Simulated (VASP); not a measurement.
Au, 1 atom in the cell. Symmetry: Fm-3m, No. 225, cubic system. Conventional cell: a = 4.148 Å, b = 4.148 Å, c = 4.148 Å, α = 90.00°, β = 90.00°, γ = 90.00°. Au (site symmetry m-3m) has 12 Au at 2.93 Å within 3.9 Å. 

| Quantity | Value |
| --- | --- |
| Program | VASP 6.6.1 |
| Task | density of states |
| Functional | PBE |
| Potentials or basis | VASP PAW PBE potentials, release 64 (Au) |
| Cutoff | 400 eV |
| k mesh | 11 × 11 × 11 |
| Occupations | methfessel-paxton, width 0.0208 eV |
| Spin | no spin polarisation |
| Dipole correction | no |
| k mesh for the DOS | 17 × 17 × 17 |
| Occupations for the DOS | tetrahedron |
| Further INCAR settings | ALGO = Normal; EDIFF = 1e-06; NBANDS = 12 |

Potentials or basis: VASP PAW PBE potentials, release 64 (Au).

Launch:

```bash
$ cat potpaw_PBE.64/Au/POTCAR > POTCAR
$ cp INCAR.step1 INCAR
$ cp KPOINTS.step1 KPOINTS
$ mpirun -np 1 vasp_std > vasp.out
$ cp INCAR.step2 INCAR
$ cp KPOINTS.step2 KPOINTS
$ mpirun -np 1 vasp_std > vasp.out
```

Hardware: 1 thread of AMD EPYC 7R13 Processor (Zen 3), on a shared host.

**Question.** How long does it take, and how much memory?

**Answer.** Run time: 14 s on 1 thread of AMD EPYC 7R13 Processor (Zen 3), with other jobs on the host, peak memory 0.1 GiB. Counts: k points 165.
